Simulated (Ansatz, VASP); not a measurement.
# One calculation of ZnO, two programs

```
Zn O
1.0
     3.18718    0.00000    0.00000
    -1.59359    2.76018    0.00000
     0.00000    0.00000    5.15319
Zn O
2 2
Cartesian
  0.0000 1.8401 0.0095
  1.5936 0.9201 2.5861
  0.0000 1.8401 2.0760
  1.5936 0.9201 4.6526
```

Alike in both runs: task single point; functional LDA; k mesh 12 × 12 × 6; occupations gaussian, width 0.05 eV; no spin polarisation.

```csv
,VASP,Ansatz
version,VASP 6.6.1,Ansatz 0.2.0
potentials or method,"VASP PAW LDA potentials, release 64 (Zn, O), cutoff 520 eV","scalar-relativistic, plane waves, PAW"
valence electrons in the cell,36,36
```

VASP gave:

| Item | Value |
| --- | --- |
| gap on the k mesh at the Fermi level (eV) | 0.82 |
| least direct gap on the mesh (eV) | 0.82 |
| pressure (GPa) | 2.2 |
| traceless stress, the component that is largest in VASP (GPa) | -6.78 |
| rms of the force components (eV/Å) | 0.344 |

Task: What did Ansatz give for the same quantities?

Result: gap on the k mesh at the Fermi level (eV): 0.81; least direct gap on the mesh (eV): 0.81; pressure (GPa): 1.0; traceless stress, the component that is largest in VASP (GPa): -6.28; rms of the force components (eV/Å): 0.326.

Ansatz warns that its potentials were made for another functional, while VASP's fit it. LDA's correlation is that of Perdew and Zunger in VASP and of Perdew and Wang (1992) in Ansatz. Atom by atom the forces differ by 0.017 eV/Å (rms over components).
